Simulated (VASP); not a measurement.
# YAu (Pm-3m) in VASP: further runs

The runs below take YAu through single point, with LDA.

All numbers are computed with VASP 6.6.1; they aren't measurements. Logs are shortened: lines on timing, memory, paths and dates and some standing lists are left out, and cuts for length are marked.

**1. The cell of the first run**

It takes space group Pm-3m (No. 221, cubic). The conventional cell has a = 3.499 Å, b = 3.499 Å, c = 3.499 Å, α = 90.00°, β = 90.00°, γ = 90.00°. Y (site symmetry m-3m) has 8 Au at 3.03 Å and 6 Y at 3.50 Å within 4.0 Å. Au (site symmetry m-3m) has 8 Y at 3.03 Å and 6 Au at 3.50 Å within 4.0 Å.

**2. Single point, LDA**

Contents of INCAR:

```
SYSTEM = YAu
ALGO     = Normal         ! electronic algorithm
EDIFF    = 1E-6           ! SCF threshold, eV
ENCUT    = 520            ! plane-wave cutoff, eV
GGA      = CA             ! functional
ISIF     = 2              ! what is computed and relaxed
ISMEAR   = 1              ! smearing method
LASPH    = .TRUE.         ! aspherical terms in the spheres
LCHARG   = .FALSE.        ! write CHGCAR
LREAL    = .FALSE.        ! projectors in reciprocal space
LWAVE    = .FALSE.        ! write WAVECAR
NBANDS   = 18             ! bands
NELM     = 80             ! most SCF steps
PREC     = Accurate       ! precision mode
SIGMA    = 0.15           ! smearing width, eV
```

Contents of KPOINTS:

```
k-points
0
G
  8 8 8
  0 0 0
```

Contents of POSCAR:

```
YAu
1.0
    3.4986663105      0.0000000000      0.0000000000
    0.0000000000      3.4986663105      0.0000000000
    0.0000000000      0.0000000000      3.4986663105
Y Au
1 1
Direct
    0.5000000000      0.5000000000      0.5000000000
    0.0000000000      0.0000000000      0.0000000000
```

Potentials or basis: VASP PAW LDA potentials, release 64 (Y_sv, Au).

Command:

```
cat potpaw_LDA.64/Y_sv/POTCAR potpaw_LDA.64/Au/POTCAR > POTCAR
mpirun -np 1 vasp_std > vasp.out
```

OUTCAR:

```text
SYSTEM = YAu
   EDIFF = 1E-6
   ENCUT = 520
   GGA = CA
   ISIF = 2
   ISMEAR = 1
   LASPH = .TRUE.
   LREAL = .FALSE.
   NELM = 80
   PREC = Accurate

 ion  position               nearest neighbor table
   1  0.500  0.500  0.500-   2 3.03   2 3.03   2 3.03   2 3.03   2 3.03   2 3.03   2 3.03   2 3.03

   2  0.000  0.000  0.000-   1 3.03   1 3.03   1 3.03   1 3.03   1 3.03   1 3.03   1 3.03   1 3.03

  LATTYP: Found a simple cubic cell.
 ALAT       =     3.4986663105

  Lattice vectors:

 A1 = (   3.4986663105,   0.0000000000,   0.0000000000)
 A2 = (   0.0000000000,   3.4986663105,   0.0000000000)
 A3 = (   0.0000000000,   0.0000000000,   3.4986663105)

Analysis of symmetry for initial positions (statically):
=====================================================================
 Subroutine PRICEL returns:
 Original cell was already a primitive cell.

 Routine SETGRP: Setting up the symmetry group for a
 simple cubic supercell.

 Subroutine GETGRP returns: Found 48 space group operations
 (whereof 48 operations were pure point group operations)
 out of a pool of 48 trial point group operations.

The static configuration has the point symmetry O_h .

Analysis of symmetry for dynamics (positions and initial velocities):
=====================================================================
 Subroutine PRICEL returns:
 Original cell was already a primitive cell.

 Routine SETGRP: Setting up the symmetry group for a
 simple cubic supercell.

 Subroutine GETGRP returns: Found 48 space group operations
 (whereof 48 operations were pure point group operations)
 out of a pool of 48 trial point group operations.

The dynamic configuration has the point symmetry O_h .

 Subroutine INISYM returns: Found 48 space group operations
 (whereof 48 operations are pure point group operations),
 and found     1 'primitive' translations

----------------------------------------------------------------------------------------

                                     Primitive cell

  volume of cell :      42.8260

  direct lattice vectors                    reciprocal lattice vectors
     3.498666310  0.000000000  0.000000000     0.285823200  0.000000000  0.000000000
     0.000000000  3.498666310  0.000000000     0.000000000  0.285823200  0.000000000
     0.000000000  0.000000000  3.498666310     0.000000000  0.000000000  0.285823200

  length of vectors
     3.498666310  3.498666310  3.498666310     0.285823200  0.285823200  0.285823200

  position of ions in fractional coordinates (direct lattice)
     0.500000000  0.500000000  0.500000000
     0.000000000  0.000000000  0.000000000

  ion indices of the primitive-cell ions
   primitive index   ion index
                 1           1
                 2           2

----------------------------------------------------------------------------------------

 KPOINTS: k-points

Automatic generation of k-mesh.
 Grid dimensions read from file:
 generate k-points for:    8    8    8

 Generating k-lattice:

  Cartesian coordinates                     Fractional coordinates (reciprocal lattice)
     0.035727900  0.000000000  0.000000000     0.125000000  0.000000000  0.000000000
     0.000000000  0.035727900  0.000000000     0.000000000  0.125000000  0.000000000
     0.000000000  0.000000000  0.035727900     0.000000000  0.000000000  0.125000000

  Length of vectors
     0.035727900  0.035727900  0.035727900

  Shift w.r.t. Gamma in fractional coordinates (k-lattice)
     0.000000000  0.000000000  0.000000000

 Subroutine IBZKPT returns following result:
 ===========================================

 Found     35 irreducible k-points:

 Following reciprocal coordinates:
            Coordinates               Weight
  0.000000  0.000000  0.000000      1.000000
  0.125000  0.000000  0.000000      6.000000
  0.250000  0.000000  0.000000      6.000000
  0.375000  0.000000  0.000000      6.000000
  0.500000  0.000000  0.000000      3.000000
  0.125000  0.125000  0.000000     12.000000
[... 16 lines left out ...]
  0.375000  0.375000  0.125000     24.000000
  0.500000  0.375000  0.125000     24.000000
 [... further k-points ...]
   k-points           NKPTS =     35   k-points in BZ     NKDIM =     35   number of bands    NBANDS=     18
   number of dos      NEDOS =    301   number of ions     NIONS =      2
   total plane-waves  NPLWV =  21952
   dimension x,y,z NGX =    28 NGY =   28 NGZ =   28
   dimension x,y,z NGXF=    56 NGYF=   56 NGZF=   56
   ions per type =               1   1
   NGX,Y,Z   is equivalent  to a cutoff of  13.30, 13.30, 13.30 a.u.
   NGXF,Y,Z  is equivalent  to a cutoff of  26.61, 26.61, 26.61 a.u.
 SYSTEM =  YAu
   PREC   = accura    normal or accurate (medium, high low for compatibility)
   ISTART =      0    job   : 0-new  1-cont  2-samecut
   ICHARG =      2    charge: 1-file 2-atom 10-const
   ISPIN  =      1    spin polarized calculation?
   LNONCOLLINEAR =      F non collinear calculations
   LSORBIT =      F    spin-orbit coupling
   LASPH  =      T    aspherical Exc in radial PAW
   ENCUT  =  520.0 eV  38.22 Ry    6.18 a.u.   6.51  6.51  6.51*2*pi/ulx,y,z
   NELM   =     80;   NELMIN=  2; NELMDL= -5     # of ELM steps
   EDIFF  = 0.1E-05   stopping-criterion for ELM
   LREAL  =      F    real-space projection
   EDIFFG = 0.1E-04   stopping-criterion for IOM
   NSW    =      0    number of steps for IOM
   IBRION =     -1    ionic relax: 0-MD 1-quasi-New 2-CG
   NFREE  =      0    steps in history (QN), initial steepest desc. (CG)
   ISIF   =      2    stress and relaxation
   ISYM   =      2    0-nonsym 1-usesym 2-fastsym
   POTIM  = 0.5000    time-step for ionic-motion
   TEBEG  =    0.0;   TEEND  =   0.0 temperature during run
   PSTRESS=    0.0 pullay stress
   NELECT =      22.0000    total number of electrons
   NUPDOWN=      -1.0000    fix difference up-down
   EMIN   =  10.00;   EMAX   =-10.00  energy-range for DOS
   EFERMI =   0.00;   METHOD = LEGACY
   ISMEAR =     1;   SIGMA  =   0.15  broadening in eV -4-tet -1-fermi 0-gaus
   EFERMI_NEDOS =   21; number of points for ismear=-14 and -15
   IALGO  =     38    algorithm
   IMIX   =      4    mixing-type and parameters
     AMIX     =   0.40;   BMIX     =  1.00
     AMIX_MAG =   1.60;   BMIX_MAG =  1.00
  volume/ion in A,a.u.               =      21.41       144.50
  Fermi-wavevector in a.u.,A,eV,Ry     =   1.311132  2.477681 23.389341  1.719068
  Thomas-Fermi vector in A             =   2.441615
   LORBIT       =      0    0 simple, 1 ext, 2 COOP (PROOUT), +10 PAW based schemes
   GGA     = CA    functional components
   LHFCALC =     F    Hartree Fock is set to
   AEXX    =    0.0000 exact exchange contribution
   IVDW    =     0    specifies the selected vdW correction
   LEPSILON=     F    determine dielectric tensor
   LRPA    =     F    only Hartree local field effects (RPA)
 non-spin polarized calculation
 Methfessel and Paxton  Order N= 1 SIGMA  =   0.15
  energy-cutoff  :      520.00
  volume of cell :       42.83
 maximum number of plane-waves:      1189
 NGX is ok and might be reduce to    28
   NGX = 13   NGY = 13   NGZ = 13

 number of electron      22.0000004 magnetization

 Free energy of the ion-electron system (eV)
  ---------------------------------------------------
  ext. energy  EPLUGINS =         0.00000000
  ---------------------------------------------------
  free energy    TOTEN  =       -13.15866619 eV

  energy without entropy =      -13.15890911  energy(sigma->0) =      -13.15874717

 E-fermi :   6.8267     XC(G=0): -11.5841

 val. band max:        6.7731018866   @ k =   0.5000   0.2500   0.2500
 cond. band min:       6.8461450481   @ k =   0.5000   0.1250   0.0000
 fundamental gap:      0.0730431615
 Fermi energy:         6.8267136231

 k-point     1 :       0.0000    0.0000    0.0000
  band No.  band energies     occupation
      1     -35.9422      2.00000
      2     -15.9095      2.00000
      3     -15.9095      2.00000
      4     -15.9095      2.00000
      5      -1.1849      2.00000
      6       0.6684      2.00000
[... 10 lines left out ...]
     17      12.6013      0.00000
     18      12.6013      0.00000

 k-point     2 :       0.1250    0.0000    0.0000
  band No.  band energies     occupation
      1     -35.9372      2.00000
      2     -15.9786      2.00000
      3     -15.9055      2.00000
      4     -15.9055      2.00000
      5      -0.9100      2.00000
      6       0.7324      2.00000
[... 10 lines left out ...]
     17      13.9668      0.00000
     18      13.9668      0.00000

 k-point     3 :       0.2500    0.0000    0.0000
  band No.  band energies     occupation
      1     -35.9253      2.00000
      2     -16.1412      2.00000
      3     -15.8960      2.00000
      4     -15.8960      2.00000
      5      -0.1616      2.00000
      6       0.8972      2.00000
[... 10 lines left out ...]
     17      15.9551      0.00000
     18      15.9551      0.00000

 k-point     4 :       0.3750    0.0000    0.0000
  band No.  band energies     occupation
      1     -35.9132      2.00000
      2     -16.2980      2.00000
      3     -15.8863      2.00000
      4     -15.8863      2.00000
      5       0.6972      2.00000
      6       1.0792      2.00000
[... 375 lines left out ...]
      4     -15.9184      2.00000
      5       0.9914      2.00000
      6       1.1174      2.00000
[... 10 lines left out ...]
     17      14.5334      0.00000
     18      16.2002      0.00000

 k-point    23 :       0.3750    0.3750    0.1250
  band No.  band energies     occupation
      1     -35.8828      2.00000
      2     -16.2281      2.00000
      3     -16.2148      2.00000
      4     -15.9088      2.00000
      5       0.8118      2.00000
      6       0.9970      2.00000
[... 10 lines left out ...]
     17      13.4457      0.00000
     18      15.8343      0.00000

 k-point    24 :       0.5000    0.3750    0.1250
  band No.  band energies     occupation
      1     -35.8783      2.00000
      2     -16.2778      2.00000
      3     -16.2103      2.00000
      4     -15.9022      2.00000
      5       0.7898      2.00000
      6       0.8834      2.00000
[... 10 lines left out ...]
     17      13.2508      0.00000
     18      15.4243      0.00000

 [... further k-points ...]
[... 5 lines left out ...]
  --------------------------------------------------------------------------------------
  -------------------------------------------------------------------------------------
  Total        0.3185949      0.3185949      0.3185949      0.0000000      0.0000000     -0.0000000
  in kB       11.9190570     11.9190570     11.9190570      0.0000000      0.0000000     -0.0000000
  external PRESSURE =      11.9190570 kB  Pullay stress =       0.0000000 kB

 VOLUME and BASIS-vectors are now :
 -----------------------------------------------------------------------------
  energy-cutoff  :      520.00
  volume of cell :       42.83
      direct lattice vectors                 reciprocal lattice vectors
     3.498666310  0.000000000  0.000000000     0.285823200  0.000000000  0.000000000
     0.000000000  3.498666310  0.000000000     0.000000000  0.285823200  0.000000000
     0.000000000  0.000000000  3.498666310     0.000000000  0.000000000  0.285823200

 POSITION                                       TOTAL-FORCE (eV/Angst)
 -----------------------------------------------------------------------------------
      1.74933      1.74933      1.74933         0.000000      0.000000      0.000000
      0.00000      0.00000      0.00000         0.000000      0.000000      0.000000
 -----------------------------------------------------------------------------------
    total drift:                               -0.000000      0.000000      0.000000

  FREE ENERGIE OF THE ION-ELECTRON SYSTEM (eV)
  ---------------------------------------------------
  free  energy   TOTEN  =       -13.1586661948 eV

  energy  without entropy=      -13.1589091106  energy(sigma->0) =      -13.15874717
```

Wall time 18 s (1 thread of Intel Xeon Platinum 8375C at 2.90GHz (Ice Lake), shared host); peak memory 0.17 GiB.

Results:

| Property | Result |
| --- | --- |
| Free energy | -13.1587 eV |
| Pressure | 1.2 GPa |
| Band gap on the k mesh | zero (band 11 reaches 7.59 eV, above the bottom of band 12 at 4.73 eV) |

Levels at points of the mesh, in eV from the Fermi level:
| k point | band 9 | band 10 | band 11 | band 12 | band 13 | band 14 |
| --- | --- | --- | --- | --- | --- | --- |
| (0.00, 0.00, 0.00) | -4.80 | -4.80 | 0.77 | 0.77 | 4.58 | 4.58 |
| (0.50, 0.00, 0.00) | -4.62 | -3.63 | -3.15 | -0.29 | 1.21 | 1.21 |
| (0.50, 0.50, 0.00) | -4.03 | -3.01 | 0.15 | 0.15 | 1.34 | 3.83 |
| (0.50, 0.50, 0.50) | -3.99 | -2.10 | -2.10 | -2.10 | -0.10 | 5.60 |

Caveat: spin-orbit coupling is left out, which moves the levels of the heavy elements.

**3. Single point, LDA**

This run uses another cell than the first one, of 22.09 Å³/atom, 1.032 times its volume.

Contents of INCAR:

```
SYSTEM = YAu
ALGO = Normal ; EDIFF = 1E-6
ENCUT = 520 ; ISIF = 2
ISMEAR = 1 ; LASPH = .True.
LCHARG = .False. ; LREAL = .False.
LWAVE = .False. ; NBANDS = 18
NELM = 80 ; PREC = Accurate
SIGMA = 0.15
```

Contents of KPOINTS:

```
k-points
0
Gamma
  8 8 8
  0 0 0
```

Contents of POSCAR:

```
YAu
1.0
    3.5351133742      0.0000000000      0.0000000000
    0.0000000000      3.5351133742      0.0000000000
    0.0000000000      0.0000000000      3.5351133742
Y Au
1 1
Direct
    0.5000000000      0.5000000000      0.5000000000
    0.0000000000      0.0000000000      0.0000000000
```

Potentials or basis: VASP PAW LDA potentials, release 64 (Y_sv, Au).

Command:

```
cat potpaw_LDA.64/Y_sv/POTCAR potpaw_LDA.64/Au/POTCAR > POTCAR
mpirun -np 1 vasp_std > vasp.out
```

Wall time 19 s (1 thread of Intel Xeon Platinum 8375C at 2.90GHz (Ice Lake), shared host); peak memory 0.17 GiB.

It converged, with:

| Quantity | Value |
| --- | --- |
| Free energy | -13.1556 eV |
| Pressure | -1.9 GPa |
| Band gap on the k mesh | zero (band 11 reaches 7.26 eV, above the bottom of band 12 at 4.52 eV) |

Levels at points of the mesh, in eV from the Fermi level:
| k point | band 9 | band 10 | band 11 | band 12 | band 13 | band 14 |
| --- | --- | --- | --- | --- | --- | --- |
| (0.00, 0.00, 0.00) | -4.69 | -4.69 | 0.74 | 0.74 | 4.42 | 4.42 |
| (0.50, 0.00, 0.00) | -4.52 | -3.55 | -3.14 | -0.23 | 1.20 | 1.20 |
| (0.50, 0.50, 0.00) | -3.96 | -2.98 | 0.13 | 0.13 | 1.29 | 3.69 |
| (0.50, 0.50, 0.50) | -3.93 | -1.99 | -1.99 | -1.99 | -0.16 | 5.41 |

Caveat: spin-orbit coupling is left out, which moves the levels of the heavy elements.
